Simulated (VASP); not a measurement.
# MoS2 (P-3m1) in VASP: further runs

The runs below take MoS2 through relaxation of cell and atoms, single point, with revPBE+D4, PBEsol+D3(BJ), PBEsol+D4, PBEsol.

All numbers are computed with VASP 6.6.1; they aren't measurements. Logs are shortened: lines on timing, memory, paths and dates and some standing lists are left out, and cuts for length are marked.

## (1) The cell of the first run

It takes space group P-3m1 (No. 164, trigonal). The conventional cell has a = 3.227 Å, b = 3.227 Å, c = 6.312 Å, α = 90.00°, β = 90.00°, γ = 120.00°. Mo (site symmetry -3m) has 6 S at 2.42 Å and 6 Mo at 3.23 Å within 3.3 Å. S (site symmetry 3m) has 3 Mo at 2.42 Å and 6 S at 3.23 Å within 3.3 Å.

## (2) Relaxation of cell and atoms, revPBE+D4

INCAR reads:

```
PREC = Accurate
ENCUT = 600
EDIFF = 1E-7
ISMEAR = -1
SIGMA = 0.05
LREAL = False
LASPH = True
NELM = 100
ALGO = Normal
ISIF = 3
LWAVE = False
LCHARG = False
GGA = RE
IVDW = 13
IBRION = 2
NSW = 60
EDIFFG = -0.01
```

KPOINTS reads:

```
Automatic mesh
0
Gamma
  9 9 4
```

POSCAR reads:

```
MoS2
1.0
    3.2274645616      0.0000000000      0.0000000000
   -1.6137322808      2.7950663001      0.0000000000
    0.0000000000      0.0000000000      6.3124734200
Mo S
1 2
Direct
    0.0000000000      0.0000000000      0.5000000000
    0.6666666667      0.3333333333      0.7446806800
    0.3333333333      0.6666666667      0.2553193200
```

Potentials or basis: VASP PAW PBE potentials, release 64 (Mo_sv, S).

Command:

```
$ cat potpaw_PBE.64/Mo_sv/POTCAR potpaw_PBE.64/S/POTCAR > POTCAR
$ mpirun -np 1 vasp_std > vasp.out
```

OUTCAR:

```text
PREC = Accurate
   ENCUT = 600
   EDIFF = 1E-7
   ISMEAR = -1
   LREAL = False
   LASPH = True
   NELM = 100
   ISIF = 3
   GGA = RE
   IVDW = 13
   IBRION = 2
   NSW = 60
   EDIFFG = -0.01

 ion  position               nearest neighbor table
   1  0.000  0.000  0.500-   2 2.42   3 2.42   3 2.42   2 2.42   2 2.42   3 2.42
   2  0.667  0.333  0.745-   1 2.42   1 2.42   1 2.42
   3  0.333  0.667  0.255-   1 2.42   1 2.42   1 2.42

  LATTYP: Found a hexagonal cell.
 ALAT       =     3.2274645616
 C/A-ratio  =     1.9558614199

  Lattice vectors:

 A1 = (   3.2274645616,   0.0000000000,   0.0000000000)
 A2 = (  -1.6137322808,   2.7950663001,   0.0000000000)
 A3 = (   0.0000000000,   0.0000000000,   6.3124734200)

Analysis of symmetry for initial positions (statically):
=====================================================================
 Subroutine PRICEL returns:
 Original cell was already a primitive cell.

 Routine SETGRP: Setting up the symmetry group for a
 hexagonal supercell.

 Subroutine GETGRP returns: Found 12 space group operations
 (whereof 12 operations were pure point group operations)
 out of a pool of 24 trial point group operations.

The static configuration has the point symmetry D_3d.

Analysis of symmetry for dynamics (positions and initial velocities):
=====================================================================
 Subroutine PRICEL returns:
 Original cell was already a primitive cell.

 Routine SETGRP: Setting up the symmetry group for a
 hexagonal supercell.

 Subroutine GETGRP returns: Found 12 space group operations
 (whereof 12 operations were pure point group operations)
 out of a pool of 24 trial point group operations.

The dynamic configuration has the point symmetry D_3d.

 Subroutine INISYM returns: Found 12 space group operations
 (whereof 12 operations are pure point group operations),
 and found     1 'primitive' translations

----------------------------------------------------------------------------------------

                                     Primitive cell

  volume of cell :      56.9447

  direct lattice vectors                    reciprocal lattice vectors
     3.227464562  0.000000000  0.000000000     0.309840737  0.178886633  0.000000000
    -1.613732281  2.795066300  0.000000000     0.000000000  0.357773266  0.000000000
[... 83 lines left out ...]
   LSORBIT =      F    spin-orbit coupling
   LASPH  =      T    aspherical Exc in radial PAW
   ENCUT  =  600.0 eV  44.10 Ry    6.64 a.u.   6.45  6.45 12.61*2*pi/ulx,y,z
   NELM   =    100;   NELMIN=  2; NELMDL= -5     # of ELM steps
   EDIFF  = 0.1E-06   stopping-criterion for ELM
   LREAL  =      F    real-space projection
   EDIFFG = -.1E-01   stopping-criterion for IOM
   NSW    =     60    number of steps for IOM
   IBRION =      2    ionic relax: 0-MD 1-quasi-New 2-CG
   NFREE  =      1    steps in history (QN), initial steepest desc. (CG)
   ISIF   =      3    stress and relaxation
   ISYM   =      2    0-nonsym 1-usesym 2-fastsym
   POTIM  = 0.5000    time-step for ionic-motion
   TEBEG  =    0.0;   TEEND  =   0.0 temperature during run
   PSTRESS=    0.0 pullay stress
   NELECT =      26.0000    total number of electrons
   NUPDOWN=      -1.0000    fix difference up-down
   EMIN   =  10.00;   EMAX   =-10.00  energy-range for DOS
   EFERMI =   0.00;   METHOD = LEGACY
   ISMEAR =    -1;   SIGMA  =   0.05  broadening in eV -4-tet -1-fermi 0-gaus
   EFERMI_NEDOS =   21; number of points for ismear=-14 and -15
   IALGO  =     38    algorithm
   IMIX   =      4    mixing-type and parameters
     AMIX     =   0.40;   BMIX     =  1.00
     AMIX_MAG =   1.60;   BMIX_MAG =  1.00
  volume/ion in A,a.u.               =      18.98       128.09
  Fermi-wavevector in a.u.,A,eV,Ry     =   1.260612  2.382212 21.621610  1.589144
  Thomas-Fermi vector in A             =   2.394113
   LORBIT       =      0    0 simple, 1 ext, 2 COOP (PROOUT), +10 PAW based schemes
   GGA     = RE    functional components
   LHFCALC =     F    Hartree Fock is set to
   AEXX    =    0.0000 exact exchange contribution
   IVDW    =    13    specifies the selected vdW correction
   LEPSILON=     F    determine dielectric tensor
   LRPA    =     F    only Hartree local field effects (RPA)
 conjugate gradient relaxation of ions
 non-spin polarized calculation
  energy-cutoff  :      600.00
  volume of cell :       56.94
 maximum number of plane-waves:      1934
 NGX is ok and might be reduce to    28
   NGX = 13   NGY = 13   NGZ = 25

--------------------------------------- Ionic step        1  -------------------------------------------

 number of electron      26.0000002 magnetization

 Free energy of the ion-electron system (eV)
  ---------------------------------------------------
  ext. energy  EPLUGINS =         0.00000000
  ---------------------------------------------------
  free energy    TOTEN  =       -19.93656162 eV

  energy without entropy =      -19.92773945  energy(sigma->0) =      -19.93215053

------------------------ aborting loop because EDIFF is reached ----------------------------------------

  DFT-D4 for vdW energy calculation

  Edisp (eV):   -2.21214
[... 108 lines left out ...]
  FREE ENERGIE OF THE ION-ELECTRON SYSTEM (eV)
  ---------------------------------------------------
  free  energy   TOTEN  =       -22.1822910978 eV

  energy  without entropy=      -22.1746227854  energy(sigma->0) =      -22.17845694

[... ionic steps 4 to 11 ...]

--------------------------------------- Ionic step       12  -------------------------------------------

 number of electron      26.0000001 magnetization

------------------------ aborting loop because EDIFF is reached ----------------------------------------
[... 77 lines left out ...]
--------------------------------------- Ionic step       14  -------------------------------------------

 number of electron      26.0000001 magnetization

 Free energy of the ion-electron system (eV)
  ---------------------------------------------------
  ext. energy  EPLUGINS =         0.00000000
  ---------------------------------------------------
  free energy    TOTEN  =       -19.72425746 eV

  energy without entropy =      -19.71508877  energy(sigma->0) =      -19.71967311

 E-fermi :   9.0073     XC(G=0): -11.3568

 val. band max:        8.9765167956   @ k =  -0.2222  -0.4444   0.2500
 cond. band min:       9.0299707748   @ k =   0.3333   0.3333   0.5000
 fundamental gap:      0.0534539792
 Fermi energy:         9.0072892902

 k-point     1 :       0.0000    0.0000    0.0000
  band No.  band energies     occupation
      1     -52.7775      2.00000
      2     -26.8612      2.00000
      3     -26.7488      2.00000
      4     -26.7488      2.00000
      5      -6.4599      2.00000
      6      -4.3412      2.00000
[... 457 lines left out ...]
      4     -26.8093      2.00000
      5      -5.0457      2.00000
      6      -4.3952      2.00000
[... 9 lines left out ...]
     16      11.8652      0.00000
     17      12.9570      0.00000

 [... further k-points ...]

------------------------ aborting loop because EDIFF is reached ----------------------------------------

  DFT-D4 for vdW energy calculation

  Edisp (eV):   -2.57973
[... 26 lines left out ...]
  FREE ENERGIE OF THE ION-ELECTRON SYSTEM (eV)
  ---------------------------------------------------
  free  energy   TOTEN  =       -22.3039924372 eV

  energy  without entropy=      -22.2948237559  energy(sigma->0) =      -22.29940810

 reached required accuracy - stopping structural energy minimisation
```

OSZICAR:

```text
N       E                     dE             d eps       ncg     rms          rms(c)
DAV:   1     0.221168985265E+03    0.22117E+03   -0.16298E+04  1550   0.161E+03
DAV:   2    -0.132703156926E+02   -0.23444E+03   -0.23174E+03  1915   0.372E+02
DAV:   3    -0.214153956478E+02   -0.81451E+01   -0.79992E+01  1795   0.670E+01
[... 177 lines left out ...]
DAV:   4    -0.197242686061E+02    0.56912E-04   -0.47103E-04  1567   0.158E-01    0.623E-02
DAV:   5    -0.197242598437E+02    0.87625E-05   -0.45411E-05  1610   0.418E-02    0.294E-02
DAV:   6    -0.197242579296E+02    0.19141E-05   -0.35846E-06  1711   0.119E-02    0.719E-03
DAV:   7    -0.197242575063E+02    0.42323E-06   -0.65379E-07  1520   0.598E-03    0.289E-03
DAV:   8    -0.197242574550E+02    0.51293E-07   -0.50159E-08   737   0.173E-03
  14 F= -.22303992E+02 E0= -.22299408E+02  d E =-.388348E-03
```

Run time: 9.5 min. Hardware: 1 thread of Intel Xeon Platinum 8488C (Sapphire Rapids), shared host; peak memory 0.24 GiB.

What came out:

| Quantity | Value |
| --- | --- |
| Free energy | -22.3040 eV |
| Relaxed volume | 16.34 Å³/atom |
| Relaxed cell | a = 3.166 Å, b = 3.166 Å, c = 5.648 Å, α = 90.00°, β = 90.00°, γ = 120.00° |
| Space group after relaxing (to 0.1 Å) | P-3m1 (No. 164) |
| Energy gained by relaxing | 51.8 meV/atom |
| Ionic steps | 14 |
| Pressure after relaxing | 0.0 GPa |
| Band gap on the k mesh | zero (bands 13 and 14 overlap by 1.29 eV) |
| Dispersion energy per atom | -0.860 eV |

Step by step:
```
step  energy change (eV)  largest force (eV/Å)  pressure (GPa)  volume (Å³)
   1              0.0000                0.2550           -3.66        56.94
   2             -0.0250                1.0113            3.94        53.44
   3             -0.0336                0.7494            1.20        54.58
   4             -0.0685                0.3169            0.18        53.55
   5             -0.0718                0.1641           -0.21        53.16
   6             -0.0828                0.1430           -0.39        52.86
   7             -0.1129                0.0888           -0.77        51.93
   8             -0.1515                0.0039           -0.97        50.00
   9             -0.1536                0.0427           -0.87        49.20
  10             -0.1540                0.0224           -0.90        49.49
  11             -0.1305                0.4895            5.40        47.39
  12             -0.1549                0.0587            0.04        49.15
  13             -0.1549                0.0546           -0.01        48.91
  14             -0.1553                0.0008            0.01        49.02
```

Final structure:
```
Mo S
1.0
     3.16578    0.00000    0.00000
    -1.58289    2.74165    0.00000
     0.00000    0.00000    5.64830
Mo S
1 2
Direct
  0.00000 0.00000 0.50000
  0.66667 0.33333 0.77768
  0.33333 0.66667 0.22233
```

Caveat: the PAW data sets were made with another functional, which shifts forces and pressure a little.

## (3) Single point, PBEsol+D3(BJ)

This run uses another cell than the first one, of 15.79 Å³/atom.

INCAR reads:

```
SYSTEM = MoS2
PREC     = Accurate       ! precision mode
ENCUT    = 520            ! plane-wave cutoff, eV
EDIFF    = 1E-6           ! SCF threshold, eV
ISMEAR   = -1             ! smearing method
SIGMA    = 0.05           ! smearing width, eV
LREAL    = .False.        ! projectors in reciprocal space
LASPH    = .True.         ! aspherical terms in the spheres
NELM     = 60             ! most SCF steps
ALGO     = Normal         ! electronic algorithm
ISIF     = 2              ! what is computed and relaxed
LWAVE    = .False.        ! write WAVECAR
LCHARG   = .False.        ! write CHGCAR
GGA      = PS             ! functional
IVDW     = 12             ! dispersion correction
NBANDS   = 20             ! bands
```

KPOINTS reads:

```
Automatic mesh
0
Gamma
  9 9 4
  0 0 0
```

POSCAR reads:

```
MoS2
1.0
    3.1365487547      0.0000000000      0.0000000000
   -1.5682743774      2.7163309018      0.0000000000
    0.0000000000      0.0000000000      5.5589311025
Mo S
1 2
Direct
    0.0000000000      0.0000000000      0.5000000000
    0.6666666667      0.3333333333      0.7823114840
    0.3333333333      0.6666666667      0.2176885160
```

Potentials or basis: VASP PAW PBE potentials, release 64 (Mo_sv, S).

Command:

```
$ cat potpaw_PBE.64/Mo_sv/POTCAR potpaw_PBE.64/S/POTCAR > POTCAR
$ mpirun -np 1 vasp_std > vasp.out
```

It took 41 s on 1 thread of Intel Xeon 8259CL, shared host; peak memory 0.19 GiB.

Results (log left out):

| Item | Value |
| --- | --- |
| Free energy | -23.8211 eV |
| Pressure | 0.1 GPa |
| Largest force | 0.010 eV/Å |
| Band gap on the k mesh | zero (bands 13 and 14 overlap by 1.32 eV) |
| Dispersion energy per atom | -0.417 eV |

Forces in eV/Å, atoms in the order of the input:
```
Mo   0.000  0.000  0.000
S    0.000  0.000 -0.010
S    0.000  0.000  0.010
```

Stress tensor (GPa, compression positive):
```
0.02 0.00 0.00
0.00 0.02 0.00
0.00 0.00 0.15
```

Levels at points of the mesh, in eV from the Fermi level:
```
           k point  band 11  band 12  band 13  band 14  band 15  band 16
(0.00, 0.00, 0.00)    -0.95    -0.95    -0.77    -0.07    -0.07     2.83
(0.00, 0.00, 0.50)    -0.99    -0.99    -0.48    -0.48     0.36     3.64
```

Caveat: the PAW data sets were made with another functional, which shifts forces and pressure a little.

(Part 1 of 2 ends here.)
